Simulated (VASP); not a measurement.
Write the native input for VASP 6.6.1 that does the following.

| Property | Result |
| --- | --- |
| Task | single point |
| Functional | HSE06 |
| Potentials or basis | VASP PAW PBE potentials, release 64 (S, Li_sv) |
| Cutoff | 650 eV |
| k mesh | 4 × 4 × 4 |
| Occupations | gaussian, width 0.01 eV |
| Spin | no spin polarisation |
| Dipole correction | no |
| Grid for exact exchange (PRECFOCK) | Normal |
| Further INCAR settings | ALGO = Normal; EDIFF = 1e-06; NBANDS = 13 |
| Share of exact exchange | 0.25 |
| Screening parameter | 0.2079 1/Å |

Li2S:

```
S Li
1.0
     0.00000    2.84529    2.84529
     2.84529    0.00000    2.84529
     2.84529    2.84529    0.00000
S Li
1 2
Direct
  0.00000 0.00000 0.00000
  0.25000 0.25000 0.25000
  0.75000 0.75000 0.75000
```

The input as run:

POSCAR

```
Li2S
1.0
    0.0000000000      2.8452942310      2.8452942310
    2.8452942310      0.0000000000      2.8452942310
    2.8452942310      2.8452942310      0.0000000000
S Li
1 2
Direct
    0.0000000000      0.0000000000      0.0000000000
    0.2500000000      0.2500000000      0.2500000000
    0.7500000000      0.7500000000      0.7500000000
```

INCAR.step1

```
SYSTEM = Li2S
PREC     = Accurate       ! precision mode
ENCUT    = 650            ! plane-wave cutoff, eV
EDIFF    = 1E-5           ! SCF threshold, eV
ISMEAR   = 0              ! smearing method
SIGMA    = 0.01           ! smearing width, eV
LREAL    = .False.        ! projectors in reciprocal space
LASPH    = .True.         ! aspherical terms in the spheres
NELM     = 120            ! most SCF steps
ALGO     = Normal         ! electronic algorithm
ISIF     = 2              ! what is computed and relaxed
LWAVE    = .True.         ! write WAVECAR
LCHARG   = .False.        ! write CHGCAR
NBANDS   = 13             ! bands
GGA      = PE             ! functional
GGA_COMPAT= .False.
```

INCAR.step2

```
SYSTEM = Li2S
PREC     = Accurate       ! precision mode
ENCUT    = 650            ! plane-wave cutoff, eV
EDIFF    = 1E-6           ! SCF threshold, eV
ISMEAR   = 0              ! smearing method
SIGMA    = 0.01           ! smearing width, eV
LREAL    = .False.        ! projectors in reciprocal space
LASPH    = .True.         ! aspherical terms in the spheres
NELM     = 120            ! most SCF steps
ALGO     = Normal         ! electronic algorithm
ISIF     = 2              ! what is computed and relaxed
LWAVE    = .False.        ! write WAVECAR
LCHARG   = .False.        ! write CHGCAR
GGA      = PE             ! functional
LHFCALC  = .True.         ! exact exchange
HFSCREEN = 0.2079         ! screening, 1/A
PRECFOCK = Normal       
NBANDS   = 13             ! bands
ISTART   = 1            
GGA_COMPAT= .False.
```

KPOINTS

```
regular mesh
0
Gamma
  4 4 4
  0 0 0
```

Potentials or basis: VASP PAW PBE potentials, release 64 (S, Li_sv).

Command:

```console
$ cat potpaw_PBE.64/S/POTCAR potpaw_PBE.64/Li_sv/POTCAR > POTCAR
$ cp INCAR.step1 INCAR
$ mpirun -np 1 vasp_std > vasp.out
$ cp INCAR.step2 INCAR
$ mpirun -np 1 vasp_std > vasp.out
```

Results of the run:

The pressure is -0.5 GPa and the band gap on the k mesh is 4.33 eV (least direct gap 5.35 eV).

Caveat: the k points lie up to 0.48 Å⁻¹ apart; the PAW data sets were made with another functional, which shifts forces and pressure a little.

Wall time 8.1 min on 1 thread of AMD EPYC 7R13, on a shared host, peak memory 0.27 GiB.
